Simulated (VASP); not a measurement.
# TiO2 (C2/m) in VASP: settings compared

The runs below take TiO2 through single point, with PBE exchange alone, LDA+U, PBE+D4, PBE, SVWN5.

Everything below comes from runs of VASP 6.6.1. Logs are shortened: lines on timing, memory, paths and dates and some standing lists are left out, and cuts for length are marked.

## 1. The cell of the first run

It takes space group C2/m (No. 12, monoclinic). Conventional cell: a = 12.225 Å, b = 3.742 Å, c = 6.572 Å, α = 90.00°, β = 106.95°, γ = 90.00°. Within 2.5 Å of Ti (site symmetry m) lie 6 O at 1.85 to 2.14 Å. Ti (site symmetry m) has 6 O at 1.77 to 2.32 Å within 2.4 Å. Within 2.6 Å of O (site symmetry m) lie 3 Ti at 1.93 to 2.02 Å and 2 O at 2.51 Å. O (site symmetry m) has 4 Ti at 1.95 to 2.32 Å and 5 O at 2.51 to 2.69 Å within 2.7 Å. Within 2.3 Å of O (site symmetry m) lie 2 Ti at 1.77 to 1.86 Å. O (site symmetry m) has 3 Ti at 1.85 to 2.14 Å and 10 O at 2.53 to 2.97 Å within 3.0 Å.

## 2. Single point, PBE exchange alone

The input, INCAR:

```
AGGAC    = 0.0          
ALDAC    = 0.0          
ALGO     = Normal         # electronic algorithm
EDIFF    = 1E-7           # SCF threshold, eV
ENCUT    = 520            # plane-wave cutoff, eV
GGA      = PE             # functional
ISIF     = 2              # what is computed and relaxed
ISMEAR   = -1             # smearing method
LASPH    = True           # aspherical terms in the spheres
LCHARG   = True           # write CHGCAR
LELF     = True           # ELF
LREAL    = False          # projectors in reciprocal space
LVHAR    = True         
LWAVE    = False          # write WAVECAR
NBANDS   = 60             # bands
NELM     = 80             # most SCF steps
PREC     = Accurate       # precision mode
SIGMA    = 0.05           # smearing width, eV
```

The input, KPOINTS:

```
k-points
0
Gamma
  8 8 4
```

The input, POSCAR:

```
TiO2
1.0
    6.1122767729     -1.8708273909      0.0000000000
    6.1122767729      1.8708273909      0.0000000000
   -1.9153839319      0.0000000000      6.2864893037
Ti O
4 8
Direct
    0.9000710000      0.9000710000      0.2896020000
    0.1952860000      0.1952860000      0.2837620000
    0.0999290000      0.0999290000      0.7103980000
    0.8047140000      0.8047140000      0.7162380000
    0.3619310000      0.3619310000      0.2933970000
    0.2634885000      0.2634885000      0.6525000000
    0.8671885000      0.8671885000      0.9952910000
    0.7365115000      0.7365115000      0.3475000000
    0.9416475000      0.9416475000      0.6300210000
    0.1328115000      0.1328115000      0.0047090000
    0.6380690000      0.6380690000      0.7066030000
    0.0583525000      0.0583525000      0.3699790000
```

Potentials or basis: VASP PAW PBE potentials, release 64 (Ti_sv, O).

Launch:

```sh
$ cat potpaw_PBE.64/Ti_sv/POTCAR potpaw_PBE.64/O/POTCAR > POTCAR
$ mpirun -np 1 vasp_std > vasp.out
```

OUTCAR:

```text
EDIFF = 1E-7
   ENCUT = 520
   GGA = PE
   ISIF = 2
   ISMEAR = -1
   LASPH = True
   LREAL = False
   NELM = 80
   PREC = Accurate

 ion  position               nearest neighbor table
   1  0.900  0.900  0.290-  12 1.85   7 1.86   5 1.93   5 1.93   8 2.14   9 2.14
   2  0.195  0.195  0.284-  10 1.77  12 1.92   8 1.95   8 1.95   5 2.02   6 2.32
   3  0.100  0.100  0.710-   9 1.85  10 1.86  11 1.93  11 1.93   6 2.14  12 2.14
   4  0.805  0.805  0.716-   7 1.77   9 1.92   6 1.95   6 1.95  11 2.02   8 2.32
   5  0.362  0.362  0.293-   1 1.93   1 1.93   2 2.02
   6  0.263  0.263  0.653-   4 1.95   4 1.95   3 2.14   2 2.32
   7  0.867  0.867  0.995-   4 1.77   1 1.86
   8  0.737  0.737  0.347-   2 1.95   2 1.95   1 2.14   4 2.32
   9  0.942  0.942  0.630-   3 1.85   4 1.92   1 2.14
  10  0.133  0.133  0.005-   2 1.77   3 1.86
  11  0.638  0.638  0.707-   3 1.93   3 1.93   4 2.02
  12  0.058  0.058  0.370-   1 1.85   2 1.92   3 2.14

  LATTYP: Found a base centered monoclinic cell.
 ALAT       =    12.2245535458
 B/A-ratio  =     0.3060770087
 C/A-ratio  =     0.5375907333
 COS(beta)  =    -0.2914546970

  Lattice vectors:

 A1 = (   6.1122767729,  -1.8708273909,   0.0000000000)
 A2 = (   6.1122767729,   1.8708273909,   0.0000000000)
 A3 = (  -1.9153839319,   0.0000000000,   6.2864893037)

Analysis of symmetry for initial positions (statically):
=====================================================================
 Subroutine PRICEL returns:
 Original cell was already a primitive cell.

 Routine SETGRP: Setting up the symmetry group for a
 base centered monoclinic supercell.

 Subroutine GETGRP returns: Found  4 space group operations
 (whereof  4 operations were pure point group operations)
 out of a pool of  4 trial point group operations.

The static configuration has the point symmetry C_2h.

Analysis of symmetry for dynamics (positions and initial velocities):
=====================================================================
 Subroutine PRICEL returns:
 Original cell was already a primitive cell.

 Routine SETGRP: Setting up the symmetry group for a
 base centered monoclinic supercell.

 Subroutine GETGRP returns: Found  4 space group operations
 (whereof  4 operations were pure point group operations)
 out of a pool of  4 trial point group operations.

The dynamic configuration has the point symmetry C_2h.

 Subroutine INISYM returns: Found  4 space group operations
 (whereof  4 operations are pure point group operations),
 and found     1 'primitive' translations

----------------------------------------------------------------------------------------

                                     Primitive cell

  volume of cell :     143.7722

  direct lattice vectors                    reciprocal lattice vectors
     6.112276773 -1.870827391  0.000000000     0.081802578 -0.267261428  0.024923823
     6.112276773  1.870827391  0.000000000     0.081802578  0.267261428  0.024923823
    -1.915383932  0.000000000  6.286489304     0.000000000  0.000000000  0.159071296

  length of vectors
     6.392176662  6.392176662  6.571806705     0.280609212  0.280609212  0.159071296

  position of ions in fractional coordinates (direct lattice)
     0.900071000  0.900071000  0.289602000
     0.195286000  0.195286000  0.283762000
     0.099929000  0.099929000  0.710398000
     0.804714000  0.804714000  0.716238000
     0.361931000  0.361931000  0.293397000
     0.263488500  0.263488500  0.652500000
     0.867188500  0.867188500  0.995291000
     0.736511500  0.736511500  0.347500000
     0.941647500  0.941647500  0.630021000
     0.132811500  0.132811500  0.004709000
     0.638069000  0.638069000  0.706603000
     0.058352500  0.058352500  0.369979000

  ion indices of the primitive-cell ions
   primitive index   ion index
                 1           1
                 2           2
                 3           3
                 4           4
                 5           5
                 6           6
                 7           7
                 8           8
                 9           9
                10          10
                11          11
                12          12

----------------------------------------------------------------------------------------

 KPOINTS: k-points

Automatic generation of k-mesh.
 Grid dimensions read from file:
 generate k-points for:    8    8    4

 Generating k-lattice:

  Cartesian coordinates                     Fractional coordinates (reciprocal lattice)
     0.010225322 -0.033407678  0.003115478     0.125000000  0.000000000 -0.000000000
     0.010225322  0.033407678  0.003115478     0.000000000  0.125000000 -0.000000000
     0.000000000  0.000000000  0.039767824     0.000000000  0.000000000  0.250000000

  Length of vectors
     0.035076151  0.035076151  0.039767824

  Shift w.r.t. Gamma in fractional coordinates (k-lattice)
     0.000000000  0.000000000  0.000000000

 Subroutine IBZKPT returns following result:
 ===========================================

 Found     78 irreducible k-points:

 Following reciprocal coordinates:
            Coordinates               Weight
  0.000000  0.000000  0.000000      1.000000
  0.125000  0.000000  0.000000      4.000000
  0.250000  0.000000  0.000000      4.000000
  0.375000 -0.000000 -0.000000      4.000000
  0.500000  0.000000  0.000000      2.000000
  0.125000  0.125000  0.000000      2.000000
[... 16 lines left out ...]
  0.125000  0.000000  0.250000      4.000000
  0.250000  0.000000  0.250000      4.000000
 [... further k-points ...]
   k-points           NKPTS =     78   k-points in BZ     NKDIM =     78   number of bands    NBANDS=     60
   number of dos      NEDOS =    301   number of ions     NIONS =     12
   total plane-waves  NPLWV = 115200
   dimension x,y,z NGX =    48 NGY =   48 NGZ =   50
   dimension x,y,z NGXF=    96 NGYF=   96 NGZF=  100
   ions per type =               4   8
   NGX,Y,Z   is equivalent  to a cutoff of  12.48, 12.48, 12.65 a.u.
   NGXF,Y,Z  is equivalent  to a cutoff of  24.97, 24.97, 25.30 a.u.
 SYSTEM =  unknown system
   PREC   = accura    normal or accurate (medium, high low for compatibility)
   ISTART =      0    job   : 0-new  1-cont  2-samecut
   ICHARG =      2    charge: 1-file 2-atom 10-const
   ISPIN  =      1    spin polarized calculation?
   LNONCOLLINEAR =      F non collinear calculations
   LSORBIT =      F    spin-orbit coupling
   LASPH  =      T    aspherical Exc in radial PAW
   ENCUT  =  520.0 eV  38.22 Ry    6.18 a.u.  11.89 11.89 12.22*2*pi/ulx,y,z
   NELM   =     80;   NELMIN=  2; NELMDL= -5     # of ELM steps
   EDIFF  = 0.1E-06   stopping-criterion for ELM
   LREAL  =      F    real-space projection
   EDIFFG = 0.1E-05   stopping-criterion for IOM
   NSW    =      0    number of steps for IOM
   IBRION =     -1    ionic relax: 0-MD 1-quasi-New 2-CG
   NFREE  =      0    steps in history (QN), initial steepest desc. (CG)
   ISIF   =      2    stress and relaxation
   ISYM   =      2    0-nonsym 1-usesym 2-fastsym
   POTIM  = 0.5000    time-step for ionic-motion
   TEBEG  =    0.0;   TEEND  =   0.0 temperature during run
   PSTRESS=    0.0 pullay stress
   NELECT =      96.0000    total number of electrons
   NUPDOWN=      -1.0000    fix difference up-down
   EMIN   =  10.00;   EMAX   =-10.00  energy-range for DOS
   EFERMI =   0.00;   METHOD = LEGACY
   ISMEAR =    -1;   SIGMA  =   0.05  broadening in eV -4-tet -1-fermi 0-gaus
   EFERMI_NEDOS =   21; number of points for ismear=-14 and -15
   IALGO  =     38    algorithm
   IMIX   =      4    mixing-type and parameters
     AMIX     =   0.40;   BMIX     =  1.00
     AMIX_MAG =   1.60;   BMIX_MAG =  1.00
  volume/ion in A,a.u.               =      11.98        80.85
  Fermi-wavevector in a.u.,A,eV,Ry     =   1.430892  2.703994 27.857285  2.047453
  Thomas-Fermi vector in A             =   2.550688
   LORBIT       =      0    0 simple, 1 ext, 2 COOP (PROOUT), +10 PAW based schemes
   GGA     = PE    functional components
   LHFCALC =     F    Hartree Fock is set to
   AEXX    =    0.0000 exact exchange contribution
   IVDW    =     0    specifies the selected vdW correction
   LEPSILON=     F    determine dielectric tensor
   LRPA    =     F    only Hartree local field effects (RPA)
 non-spin polarized calculation
  energy-cutoff  :      520.00
  volume of cell :      143.77
 maximum number of plane-waves:      3893
   NGX = 23   NGY = 23   NGZ = 25

 number of electron      96.0000004 magnetization

 Free energy of the ion-electron system (eV)
  ---------------------------------------------------
  ext. energy  EPLUGINS =         0.00000000
  ---------------------------------------------------
  free energy    TOTEN  =       -94.25941082 eV

  energy without entropy =      -94.25941082  energy(sigma->0) =      -94.25941082

 E-fermi :   5.3069     XC(G=0):  -8.8495

 val. band max:        4.1324554988   @ k =  -0.3750   0.2500   0.5000
 cond. band min:       6.9648744345   @ k =   0.0000   0.0000   0.0000
 fundamental gap:      2.8324189358
 Fermi energy:         5.3069118797

 k-point     1 :       0.0000    0.0000    0.0000
  band No.  band energies     occupation
      1     -51.9066      2.00000
      2     -51.8939      2.00000
      3     -51.8102      2.00000
      4     -51.8035      2.00000
      5     -28.3673      2.00000
      6     -28.3169      2.00000
[... 52 lines left out ...]
     59       9.0893      0.00000
     60       9.3301      0.00000

 k-point     2 :       0.1250    0.0000    0.0000
  band No.  band energies     occupation
      1     -51.9059      2.00000
      2     -51.8934      2.00000
      3     -51.8098      2.00000
      4     -51.8036      2.00000
      5     -28.3646      2.00000
      6     -28.3151      2.00000
[... 1375 lines left out ...]
     59       8.8970      0.00000
     60       8.9337      0.00000

 k-point    24 :       0.2500    0.0000    0.2500
  band No.  band energies     occupation
      1     -51.9038      2.00000
      2     -51.8925      2.00000
      3     -51.8089      2.00000
      4     -51.8038      2.00000
      5     -28.3568      2.00000
      6     -28.3119      2.00000
[... 52 lines left out ...]
     59       8.8272      0.00000
     60       8.8704      0.00000

 [... further k-points ...]
[... 5 lines left out ...]
  --------------------------------------------------------------------------------------
  -------------------------------------------------------------------------------------
  Total       17.6687447     16.8778432     18.3913245      0.0000000      0.0000000      0.0764109
  in kB      196.8980298    188.0843333    204.9503577      0.0000000      0.0000000      0.8515125
  external PRESSURE =     196.6442403 kB  Pullay stress =       0.0000000 kB

 VOLUME and BASIS-vectors are now :
 -----------------------------------------------------------------------------
  energy-cutoff  :      520.00
  volume of cell :      143.77
      direct lattice vectors                 reciprocal lattice vectors
     6.112276773 -1.870827391  0.000000000     0.081802578 -0.267261428  0.024923823
     6.112276773  1.870827391  0.000000000     0.081802578  0.267261428  0.024923823
    -1.915383932  0.000000000  6.286489304     0.000000000  0.000000000  0.159071296

 POSITION                                       TOTAL-FORCE (eV/Angst)
 -----------------------------------------------------------------------------------
     10.44827      0.00000      1.82058         0.007863      0.000000     -0.009768
      1.84377      0.00000      1.78387        -0.190251      0.000000      0.144148
     -0.13910      0.00000      4.46591        -0.007863      0.000000      0.009768
      8.46540      0.00000      4.50262         0.190251      0.000000     -0.144148
      3.86248      0.00000      1.84444         0.358303      0.000000     -0.031225
      1.97124      0.00000      4.10193         0.293864      0.000000      0.067444
      8.69463      0.00000      6.25689         0.276497      0.000000      0.223252
      8.33793      0.00000      2.18456        -0.293864      0.000000     -0.067444
     10.30449      0.00000      3.96062        -0.173320      0.000000      0.112558
      1.61454      0.00000      0.02960        -0.276497      0.000000     -0.223252
      6.44669      0.00000      4.44205        -0.358303      0.000000      0.031225
      0.00468      0.00000      2.32587         0.173320      0.000000     -0.112558
 -----------------------------------------------------------------------------------
    total drift:                               -0.000000      0.000000      0.000000

  FREE ENERGIE OF THE ION-ELECTRON SYSTEM (eV)
  ---------------------------------------------------
  free  energy   TOTEN  =       -94.2594108194 eV

  energy  without entropy=      -94.2594108194  energy(sigma->0) =      -94.25941082
```

It took 25 min on 1 thread of Intel Xeon Platinum 8488C (Sapphire Rapids), shared host; peak memory 0.64 GiB.

Results:

| Item | Value |
| --- | --- |
| Free energy | -94.2594 eV |
| Pressure | 19.7 GPa |
| Largest force | 0.360 eV/Å |
| Band gap on the k mesh | 2.83 eV (least direct gap 3.01 eV) |

Forces on the atoms (eV/Å):
```
Ti   0.008  0.000 -0.010
Ti  -0.190  0.000  0.144
Ti  -0.008  0.000  0.010
Ti   0.190  0.000 -0.144
O    0.358  0.000 -0.031
O    0.294  0.000  0.067
O    0.276  0.000  0.223
O   -0.294  0.000 -0.067
O   -0.173  0.000  0.113
O   -0.276  0.000 -0.223
O   -0.358  0.000  0.031
O    0.173  0.000 -0.113
```

Levels at points of the mesh, in eV from the valence-band top:
```csv
k point,band 45,band 46,band 47,band 48,band 49,band 50,band 51,band 52
"(0.00, 0.00, 0.00)",-0.75,-0.73,-0.34,-0.18,2.83,3.18,3.42,3.42
"(0.50, 0.00, 0.00)",-0.86,-0.45,-0.20,-0.12,3.21,3.26,3.69,3.75
"(0.50, 0.50, 0.00)",-0.87,-0.60,-0.38,-0.12,2.97,3.02,3.53,3.60
"(0.00, 0.00, 0.50)",-0.69,-0.62,-0.59,-0.42,2.95,3.21,3.38,3.49
"(0.50, 0.00, 0.50)",-0.66,-0.51,-0.10,-0.01,3.25,3.30,3.54,3.76
"(0.50, 0.50, 0.50)",-0.84,-0.38,-0.22,-0.19,3.09,3.20,3.34,3.50
```

Caveat: the cell stands under pressure.

## 3. Single point, LDA+U

This run uses another cell than the first one, of 11.74 Å³/atom.

The input, INCAR:

```
PREC     = Accurate       # precision mode
ENCUT    = 600            # plane-wave cutoff, eV
EDIFF    = 1E-6           # SCF threshold, eV
ISMEAR   = -1             # smearing method
SIGMA    = 0.05           # smearing width, eV
LREAL    = False          # projectors in reciprocal space
LASPH    = True           # aspherical terms in the spheres
NELM     = 200            # most SCF steps
ALGO     = Normal         # electronic algorithm
ISIF     = 2              # what is computed and relaxed
LWAVE    = False          # write WAVECAR
LCHARG   = False          # write CHGCAR
LMAXMIX  = 4              # l up to which the mixer works
LDAU     = True           # DFT+U
LDAUTYPE = 2            
LDAUL    = 2 -1           # shell
LDAUU    = 5 0            # U, eV
LDAUJ    = 0 0          
LDAUPRINT= 1            
GGA      = CA             # functional
NBANDS   = 60             # bands
GGA_COMPAT= False
```

The input, KPOINTS:

```
Automatic mesh
0
Gamma
  6 6 3
```

The input, POSCAR:

```
TiO2
1.0
    6.0837395459     -1.8675981568      0.0077224406
    6.0837395459      1.8675981568      0.0077224406
   -1.8984987695      0.0000000000      6.1994061400
Ti O
4 8
Direct
    0.8989257847      0.8989257847      0.2929334116
    0.1956193891      0.1956193891      0.2852546397
    0.1010742153      0.1010742153      0.7070665884
    0.8043806109      0.8043806109      0.7147453603
    0.3602677541      0.3602677541      0.2940102559
    0.2622702930      0.2622702930      0.6497003154
    0.8670840410      0.8670840410      0.9961896824
    0.7377297070      0.7377297070      0.3502996846
    0.9410145831      0.9410145831      0.6261876494
    0.1329159590      0.1329159590      0.0038103176
    0.6397322459      0.6397322459      0.7059897441
    0.0589854169      0.0589854169      0.3738123506
```

Potentials or basis: VASP PAW LDA potentials, release 64 (Ti_sv, O).

Launch:

```sh
$ cat potpaw_LDA.64/Ti_sv/POTCAR potpaw_LDA.64/O/POTCAR > POTCAR
$ mpirun -np 1 vasp_std > vasp.out
```

Run time: 9.4 min. Hardware: 1 thread of Intel Xeon Platinum 8488C (Sapphire Rapids), shared host; peak memory 0.45 GiB.

The run converged. Its results:

```yaml
Free_energy: -103.3876 eV
Pressure: 6.3 GPa
Largest_force: 0.864 eV/Å
Band_gap_on_the_k_mesh: 3.50 eV (least direct gap 3.69 eV)
```

Forces in eV/Å, atoms in the order of the input:
```
Ti  -0.341  0.000  0.251
Ti   0.146  0.000  0.852
Ti   0.341  0.000 -0.251
Ti  -0.146  0.000 -0.852
O    0.208  0.000 -0.027
O    0.140  0.000 -0.060
O    0.194  0.000  0.458
O   -0.140  0.000  0.060
O   -0.217  0.000  0.004
O   -0.194  0.000 -0.458
O   -0.208  0.000  0.027
O    0.217  0.000 -0.004
```

Stress tensor (GPa, compression positive):
```
6.02 0.00 0.40
0.00 5.86 0.00
0.40 0.00 7.07
```

Levels at points of the mesh, in eV from the valence-band top:
```
           k point  band 45  band 46  band 47  band 48  band 49  band 50  band 51  band 52
(0.00, 0.00, 0.00)    -0.84    -0.74    -0.42    -0.21     3.50     3.78     3.88     4.01
(0.50, 0.00, 0.00)    -0.91    -0.57    -0.18    -0.10     3.74     3.81     4.26     4.27
(0.50, 0.50, 0.00)    -0.94    -0.63    -0.45    -0.12     3.63     3.68     4.02     4.18
```

Eigenvalues of the final occupation matrices:
```tsv
site	spin	trace	eigenvalues
site 1 d	1	0.83	0.10 0.11 0.11 0.25 0.26
site 1 d	2	0.83	0.10 0.11 0.11 0.25 0.26
site 2 d	1	0.86	0.09 0.12 0.14 0.24 0.27
site 2 d	2	0.86	0.09 0.12 0.14 0.24 0.27
site 3 d	1	0.83	0.10 0.11 0.11 0.25 0.26
site 3 d	2	0.83	0.10 0.11 0.11 0.25 0.26
site 4 d	1	0.86	0.09 0.12 0.14 0.24 0.27
site 4 d	2	0.86	0.09 0.12 0.14 0.24 0.27
```

Caveat: the cell stands under pressure; an odd mesh through Γ misses points on the zone boundary, where band edges can lie.

[end of part 1 of 2]
